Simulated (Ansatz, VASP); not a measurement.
## One calculation of KBr, two programs

File INCAR:

```
PREC     = Accurate       # precision mode
ENCUT    = 520            # plane-wave cutoff, eV
EDIFF    = 1E-6           # SCF threshold, eV
ISMEAR   = 0              # smearing method
SIGMA    = 0.02           # smearing width, eV
LREAL    = F              # projectors in reciprocal space
LASPH    = T              # aspherical terms in the spheres
NELM     = 60             # most SCF steps
ALGO     = Normal         # electronic algorithm
ISIF     = 2              # what is computed and relaxed
LWAVE    = F              # write WAVECAR
LCHARG   = F              # write CHGCAR
GGA      = PE             # functional
NBANDS   = 15             # bands
```

KPOINTS

```
regular mesh
0
Gamma
  6 6 6
```

Contents of POSCAR:

```
KBr
1.0
    4.1282071811      0.0000000000      0.0000000000
    0.0000000000      4.1282071811      0.0000000000
    0.0000000000      0.0000000000      4.1282071811
K Br
1 1
Direct
    0.0000000000      0.0000000000      0.0000000000
    0.5000000000      0.5000000000      0.5000000000
```

Input for Ansatz:

```yaml
crystal:
  lattice:
    - [4.1282071811, 0.0, 0.0]
    - [0.0, 4.1282071811, 0.0]
    - [0.0, 0.0, 4.1282071811]
  atoms:
    - { symbol: K, position: [0.0, 0.0, 0.0] }
    - { symbol: Br, position: [0.5, 0.5, 0.5] }
basis:
  ecutwfc: 420
kpoints:
  mp_grid: { grid: [6, 6, 6] }
hamiltonian:
  xc: pbe
scf:
  occupations: { method: gaussian, width: 0.02 }
output:
  forces: true
  stress: true
  eigenvalues: true
```

Alike in both runs: task single point; functional PBE; k mesh 6 × 6 × 6; occupations gaussian, width 0.02 eV; no spin polarisation.

|  | VASP | Ansatz |
| --- | --- | --- |
| version | VASP 6.6.1 | Ansatz 0.2.0 |
| potentials or method | VASP PAW PBE potentials, release 64 (K_sv, Br), cutoff 520 eV | scalar-relativistic, plane waves, PAW |
| valence electrons in the cell | 16 | 16 |

```csv
,VASP,Ansatz,Ansatz less VASP
gap on the k mesh at the Fermi level (eV),3.68,3.69,+0.002
least direct gap on the mesh (eV),3.92,3.93,+0.002
pressure (GPa),-0.9,-0.9,+0.02
```
